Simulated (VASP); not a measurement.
# Ca (P6_3/mmc) in VASP: further runs, part 2 of 2

VASP 6.6.1.

## (3) Single point, LDA (26.02 Å³/atom)

The input, INCAR:

```
SYSTEM = Ca
ALGO = Normal
EDIFF = 1E-6
ENCUT = 520
GGA = CA
ISIF = 2
ISMEAR = -1
LASPH = .TRUE.
LCHARG = .TRUE.
LELF = .TRUE.
LREAL = .FALSE.
LVHAR = .TRUE.
LWAVE = .FALSE.
NBANDS = 17
NELM = 100
PREC = Accurate
SIGMA = 0.05
```

The input, KPOINTS:

```
k-points
0
G
  12 12 6
  0 0 0
```

The input, POSCAR:

```
Ca
1.0
    3.3019063194      0.0000000000      0.0000000000
   -1.6509531597      2.8595347535      0.0000000000
    0.0000000000      0.0000000000      5.5108383390
Ca
2
Direct
    0.3333333333      0.6666666667      0.2500000000
    0.6666666667      0.3333333333      0.7500000000
```

Potentials or basis: VASP PAW LDA potentials, release 64 (Ca_sv).

Launch:

```
$ cat potpaw_LDA.64/Ca_sv/POTCAR > POTCAR
$ mpirun -np 1 vasp_std > vasp.out
```

OUTCAR:

```text
SYSTEM = Ca
   EDIFF = 1E-6
   ENCUT = 520
   GGA = CA
   ISIF = 2
   ISMEAR = -1
   LASPH = .TRUE.
   LREAL = .FALSE.
   NELM = 100
   PREC = Accurate

 ion  position               nearest neighbor table
   1  0.333  0.667  0.250-
   2  0.667  0.333  0.750-

  LATTYP: Found a hexagonal cell.
 ALAT       =     3.3019063194
 C/A-ratio  =     1.6689868839

  Lattice vectors:

 A1 = (   3.3019063194,   0.0000000000,   0.0000000000)
 A2 = (  -1.6509531597,   2.8595347535,   0.0000000000)
 A3 = (   0.0000000000,   0.0000000000,   5.5108383390)

Analysis of symmetry for initial positions (statically):
=====================================================================
 Subroutine PRICEL returns:
 Original cell was already a primitive cell.

 Routine SETGRP: Setting up the symmetry group for a
 hexagonal supercell.

 Subroutine GETGRP returns: Found 24 space group operations
 (whereof 12 operations were pure point group operations)
 out of a pool of 24 trial point group operations.

The static configuration has the point symmetry D_3d.
 The point group associated with its full space group is D_6h.

Analysis of symmetry for dynamics (positions and initial velocities):
=====================================================================
 Subroutine PRICEL returns:
 Original cell was already a primitive cell.

 Routine SETGRP: Setting up the symmetry group for a
 hexagonal supercell.

 Subroutine GETGRP returns: Found 24 space group operations
 (whereof 12 operations were pure point group operations)
 out of a pool of 24 trial point group operations.

The dynamic configuration has the point symmetry D_3d.
 The point group associated with its full space group is D_6h.

 Subroutine INISYM returns: Found 24 space group operations
 (whereof 12 operations are pure point group operations),
 and found     1 'primitive' translations

----------------------------------------------------------------------------------------

                                     Primitive cell

  volume of cell :      52.0329

  direct lattice vectors                    reciprocal lattice vectors
     3.301906319  0.000000000  0.000000000     0.302855352  0.174853619  0.000000000
    -1.650953160  2.859534754  0.000000000     0.000000000  0.349707238  0.000000000
     0.000000000  0.000000000  5.510838339     0.000000000  0.000000000  0.181460594

  length of vectors
     3.301906319  3.301906319  5.510838339     0.349707238  0.349707238  0.181460594

  position of ions in fractional coordinates (direct lattice)
     0.333333333  0.666666667  0.250000000
     0.666666667  0.333333333  0.750000000

  ion indices of the primitive-cell ions
   primitive index   ion index
                 1           1
                 2           2

----------------------------------------------------------------------------------------

 KPOINTS: k-points

Automatic generation of k-mesh.
 Grid dimensions read from file:
 generate k-points for:   12   12    6

 Generating k-lattice:

  Cartesian coordinates                     Fractional coordinates (reciprocal lattice)
     0.025237946  0.014571135  0.000000000     0.083333333  0.000000000  0.000000000
     0.000000000  0.029142270  0.000000000     0.000000000  0.083333333  0.000000000
     0.000000000  0.000000000  0.030243432     0.000000000  0.000000000  0.166666667

  Length of vectors
     0.029142270  0.029142270  0.030243432

  Shift w.r.t. Gamma in fractional coordinates (k-lattice)
     0.000000000  0.000000000  0.000000000

 Subroutine IBZKPT returns following result:
 ===========================================

 Found     76 irreducible k-points:

 Following reciprocal coordinates:
            Coordinates               Weight
  0.000000  0.000000  0.000000      1.000000
  0.083333  0.000000  0.000000      6.000000
  0.166667  0.000000  0.000000      6.000000
  0.250000  0.000000  0.000000      6.000000
  0.333333  0.000000  0.000000      6.000000
  0.416667  0.000000  0.000000      6.000000
[... 16 lines left out ...]
  0.250000  0.000000  0.166667     12.000000
  0.333333  0.000000  0.166667     12.000000
 [... further k-points ...]
   k-points           NKPTS =     76   k-points in BZ     NKDIM =     76   number of bands    NBANDS=     17
   number of dos      NEDOS =    301   number of ions     NIONS =      2
   total plane-waves  NPLWV =  32928
   dimension x,y,z NGX =    28 NGY =   28 NGZ =   42
   dimension x,y,z NGXF=    56 NGYF=   56 NGZF=   84
   ions per type =               2
   NGX,Y,Z   is equivalent  to a cutoff of  14.10, 14.10, 12.67 a.u.
   NGXF,Y,Z  is equivalent  to a cutoff of  28.20, 28.20, 25.34 a.u.
 SYSTEM =  Ca
   PREC   = accura    normal or accurate (medium, high low for compatibility)
   ISTART =      0    job   : 0-new  1-cont  2-samecut
   ICHARG =      2    charge: 1-file 2-atom 10-const
   ISPIN  =      1    spin polarized calculation?
   LNONCOLLINEAR =      F non collinear calculations
   LSORBIT =      F    spin-orbit coupling
   LASPH  =      T    aspherical Exc in radial PAW
   ENCUT  =  520.0 eV  38.22 Ry    6.18 a.u.   6.14  6.14 10.25*2*pi/ulx,y,z
   NELM   =    100;   NELMIN=  2; NELMDL= -5     # of ELM steps
   EDIFF  = 0.1E-05   stopping-criterion for ELM
   LREAL  =      F    real-space projection
   EDIFFG = 0.1E-04   stopping-criterion for IOM
   NSW    =      0    number of steps for IOM
   IBRION =     -1    ionic relax: 0-MD 1-quasi-New 2-CG
   NFREE  =      0    steps in history (QN), initial steepest desc. (CG)
   ISIF   =      2    stress and relaxation
   ISYM   =      2    0-nonsym 1-usesym 2-fastsym
   POTIM  = 0.5000    time-step for ionic-motion
   TEBEG  =    0.0;   TEEND  =   0.0 temperature during run
   PSTRESS=    0.0 pullay stress
   NELECT =      20.0000    total number of electrons
   NUPDOWN=      -1.0000    fix difference up-down
   EMIN   =  10.00;   EMAX   =-10.00  energy-range for DOS
   EFERMI =   0.00;   METHOD = LEGACY
   ISMEAR =    -1;   SIGMA  =   0.05  broadening in eV -4-tet -1-fermi 0-gaus
   EFERMI_NEDOS =   21; number of points for ismear=-14 and -15
   IALGO  =     38    algorithm
   IMIX   =      4    mixing-type and parameters
     AMIX     =   0.40;   BMIX     =  1.00
     AMIX_MAG =   1.60;   BMIX_MAG =  1.00
  volume/ion in A,a.u.               =      26.02       175.57
  Fermi-wavevector in a.u.,A,eV,Ry     =   1.190307  2.249354 19.277145  1.416830
  Thomas-Fermi vector in A             =   2.326394
   LORBIT       =      0    0 simple, 1 ext, 2 COOP (PROOUT), +10 PAW based schemes
   GGA     = CA    functional components
   LHFCALC =     F    Hartree Fock is set to
   AEXX    =    0.0000 exact exchange contribution
   IVDW    =     0    specifies the selected vdW correction
   LEPSILON=     F    determine dielectric tensor
   LRPA    =     F    only Hartree local field effects (RPA)
 non-spin polarized calculation
  energy-cutoff  :      520.00
  volume of cell :       52.03
 maximum number of plane-waves:      1422
 NGX is ok and might be reduce to    28
   NGX = 13   NGY = 13   NGZ = 21

 number of electron      20.0000001 magnetization

 Free energy of the ion-electron system (eV)
  ---------------------------------------------------
  ext. energy  EPLUGINS =         0.00000000
  ---------------------------------------------------
  free energy    TOTEN  =        -3.63427531 eV

  energy without entropy =       -3.61664967  energy(sigma->0) =       -3.62546249

 E-fermi :   4.0268     XC(G=0):  -9.6926

 val. band max:        4.0268024647   @ k =   0.5000   0.0000   0.1667
 cond. band min:       4.0343691108   @ k =   0.3333   0.2500   0.0000
 fundamental gap:      0.0075666461
 Fermi energy:         4.0268264260

 k-point     1 :       0.0000    0.0000    0.0000
  band No.  band energies     occupation
      1     -36.5092      2.00000
      2     -36.3984      2.00000
      3     -18.1808      2.00000
      4     -17.5647      2.00000
      5     -17.5647      2.00000
      6     -17.4843      2.00000
[... 9 lines left out ...]
     16       7.3715      0.00000
     17       8.1422      0.00000
[... 441 lines left out ...]
 k-point    24 :       0.3333    0.0000    0.1667
  band No.  band energies     occupation
      1     -36.4166      2.00000
      2     -36.3616      2.00000
      3     -18.0658      2.00000
      4     -17.9632      2.00000
      5     -17.8749      2.00000
      6     -17.6830      2.00000
[... 9 lines left out ...]
     16       8.6308      0.00000
     17       8.8381      0.00000

 [... further k-points ...]

------------------------ aborting loop because EDIFF is reached ----------------------------------------

  FORCE on cell =-STRESS in cart. coord.  units (eV):
  Direction    XX          YY          ZZ          XY          YZ          ZX
  --------------------------------------------------------------------------------------
  -------------------------------------------------------------------------------------
  Total        4.1703794      4.1703794      4.2029844      0.0000000      0.0000000      0.0000000
  in kB      128.4128119    128.4128119    129.4167714      0.0000000      0.0000000      0.0000000
  external PRESSURE =     128.7474651 kB  Pullay stress =       0.0000000 kB

 VOLUME and BASIS-vectors are now :
 -----------------------------------------------------------------------------
  energy-cutoff  :      520.00
  volume of cell :       52.03
      direct lattice vectors                 reciprocal lattice vectors
     3.301906319  0.000000000  0.000000000     0.302855352  0.174853619  0.000000000
    -1.650953160  2.859534754  0.000000000     0.000000000  0.349707238  0.000000000
     0.000000000  0.000000000  5.510838339     0.000000000  0.000000000  0.181460594

 POSITION                                       TOTAL-FORCE (eV/Angst)
 -----------------------------------------------------------------------------------
     -0.00000      1.90636      1.37771         0.000000      0.000000     -0.000000
      1.65095      0.95318      4.13313        -0.000000     -0.000000      0.000000
 -----------------------------------------------------------------------------------
    total drift:                               -0.000000      0.000000     -0.000000

  FREE ENERGIE OF THE ION-ELECTRON SYSTEM (eV)
  ---------------------------------------------------
  free  energy   TOTEN  =        -3.6342753132 eV

  energy  without entropy=       -3.6166496732  energy(sigma->0) =       -3.62546249
```

OSZICAR:

```text
N       E                     dE             d eps       ncg     rms          rms(c)
DAV:   1     0.181188881652E+03    0.18119E+03   -0.10502E+04  2592   0.115E+03
DAV:   2     0.598067219906E+01   -0.17521E+03   -0.17262E+03  2897   0.336E+02
DAV:   3    -0.353574229365E+01   -0.95164E+01   -0.94403E+01  4982   0.604E+01
DAV:   4    -0.372448596877E+01   -0.18874E+00   -0.18865E+00  2887   0.926E+00
DAV:   5    -0.373214706190E+01   -0.76611E-02   -0.76548E-02  4339   0.112E+00    0.266E+00
DAV:   6    -0.366259182530E+01    0.69555E-01   -0.36052E-02  3024   0.166E+00    0.154E+00
DAV:   7    -0.363452735330E+01    0.28064E-01   -0.47242E-02  3399   0.182E+00    0.141E-01
DAV:   8    -0.363426348666E+01    0.26387E-03   -0.29355E-03  3561   0.445E-01    0.379E-02
DAV:   9    -0.363427392774E+01   -0.10441E-04   -0.19001E-04  3996   0.887E-02    0.189E-02
DAV:  10    -0.363427544226E+01   -0.15145E-05   -0.39330E-06  2891   0.198E-02    0.147E-03
DAV:  11    -0.363427531318E+01    0.12908E-06   -0.36372E-07  1876   0.646E-03
   1 F= -.36342753E+01 E0= -.36254625E+01  d E =-.176256E-01
```

stdout:

```text
POSCAR found type information on POSCAR Ca
 POSCAR found :  1 types and       2 ions
 scaLAPACK will be used
 LDA part: xc-table for (Slater(with rela. corr.)+CA(PZ))
 , standard interpolation
 POSCAR, INCAR and KPOINTS ok, starting setup
 FFT: planning ... GRIDC
 FFT: planning ... GRID_SOFT
 FFT: planning ... GRID
 WAVECAR not read
 entering main loop
```

Run time: 70 s. Hardware: 1 thread of Intel Xeon Platinum 8259CL at 2.50GHz (Skylake/Cascade Lake), shared host; peak memory 0.18 GiB.

What came out:

```yaml
Free_energy: -3.6343 eV
Pressure: 12.9 GPa
Band_gap_on_the_k_mesh: zero (bands 10 and 11 overlap by 0.46 eV)
```

Caveat: the cell stands under pressure.

## (4) Single point, LDA (26.02 Å³/atom)

The input, INCAR:

```
PREC = Accurate
ENCUT = 520
EDIFF = 1E-6
ISMEAR = -1
SIGMA = 0.05
LREAL = F
LASPH = T
NELM = 80
ALGO = Normal
ISIF = 2
LWAVE = F
LCHARG = F
GGA = CA
NBANDS = 17
```

The input, KPOINTS:

```
regular mesh
0
Gamma
  12 12 6
```

POSCAR is that of step 3.

Launch:

```
$ cat potpaw_LDA.64/Ca_sv/POTCAR > POTCAR
$ mpirun -np 1 vasp_std > vasp.out
```

Run time: 66 s. Hardware: 1 thread of Intel Xeon Platinum 8259CL at 2.50GHz (Skylake/Cascade Lake), shared host; peak memory 0.18 GiB.

Results (log left out):

- Free energy: -3.6343 eV
- Pressure: 12.9 GPa
- Band gap on the k mesh: zero (bands 10 and 11 overlap by 0.46 eV)

Stress tensor (GPa, compression positive):
```
12.84  0.00  0.00
 0.00 12.84  0.00
 0.00  0.00 12.94
```

Levels at points of the mesh, in eV from the Fermi level:
| k point | band 7 | band 8 | band 9 | band 10 | band 11 | band 12 | band 13 | band 14 |
| --- | --- | --- | --- | --- | --- | --- | --- | --- |
| (0.00, 0.00, 0.00) | -21.51 | -21.50 | -4.65 | -1.31 | 0.70 | 2.67 | 2.84 | 2.84 |
| (0.50, 0.00, 0.00) | -21.65 | -21.61 | -1.03 | -0.55 | -0.27 | 0.50 | 1.94 | 2.70 |
| (0.00, 0.00, 0.50) | -21.55 | -21.55 | -3.19 | -3.19 | 1.57 | 1.57 | 2.84 | 2.84 |
| (0.50, 0.00, 0.50) | -21.68 | -21.68 | -1.06 | -1.06 | 0.69 | 0.69 | 1.99 | 1.99 |

Caveat: the cell stands under pressure.
